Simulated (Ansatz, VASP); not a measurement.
KBr: VASP beside Ansatz

Contents of INCAR:

```
SYSTEM = KBr
PREC = Accurate
ENCUT = 520
EDIFF = 1E-6
ISMEAR = 0
SIGMA = 0.05
LREAL = .FALSE.
LASPH = .TRUE.
NELM = 80
ALGO = Normal
ISIF = 2
LWAVE = .FALSE.
LCHARG = .TRUE.
GGA = PE
LELF = .TRUE.
LVHAR = .TRUE.
NBANDS = 15
```

KPOINTS

```
Automatic mesh
0
G
  6 6 6
  0 0 0
```

The input POSCAR:

```
KBr
1.0
    0.0000000000      3.2925000000      3.2925000000
    3.2925000000      0.0000000000      3.2925000000
    3.2925000000      3.2925000000      0.0000000000
K Br
1 1
Direct
    0.0000000000      0.0000000000      0.0000000000
    0.4060412402      0.5000000000      0.5000000000
```

Input for Ansatz:

```yaml
crystal:
  lattice:
    - [0.0, 3.2925, 3.2925]
    - [3.2925, 0.0, 3.2925]
    - [3.2925, 3.2925, 0.0]
  atoms:
    - { symbol: K, position: [0.0, 0.0, 0.0] }
    - { symbol: Br, position: [0.4060412402, 0.5, 0.5] }
basis:
  ecutwfc: 420
kpoints:
  mp_grid: { grid: [6, 6, 6] }
hamiltonian:
  xc: pbe
scf:
  occupations: { method: gaussian, width: 0.05 }
output:
  forces: true
  stress: true
  eigenvalues: true
```

Change from the starting cell: all Br atoms moved +0.438 Å, as atom 2 towards its neighbour atom 2 (Br) at 4.656 Å.

Alike in both runs: task single point; functional PBE; k mesh 6 × 6 × 6; occupations gaussian, width 0.05 eV; no spin polarisation.

|  | VASP | Ansatz |
| --- | --- | --- |
| version | VASP 6.6.1 | Ansatz 0.2.0 |
| potentials or method | VASP PAW PBE potentials, release 64 (K_sv, Br), cutoff 520 eV | scalar-relativistic, plane waves, PAW |
| valence electrons in the cell | 16 | 16 |

Ansatz gave:

```
gap on the k mesh at the Fermi level (eV)                     : 4.50
least direct gap on the mesh (eV)                             : 4.50
pressure (GPa)                                                : 1.9
traceless stress, the component that is largest in VASP (GPa) : -1.37
rms of the force components (eV/Å)                            : 0.361
```

Question: Which values does VASP return?

Answer: gap on the k mesh at the Fermi level (eV): 4.50; least direct gap on the mesh (eV): 4.50; pressure (GPa): 2.0; traceless stress, the component that is largest in VASP (GPa): -1.39; rms of the force components (eV/Å): 0.366.

Atom by atom the forces differ by 0.006 eV/Å (rms over components).
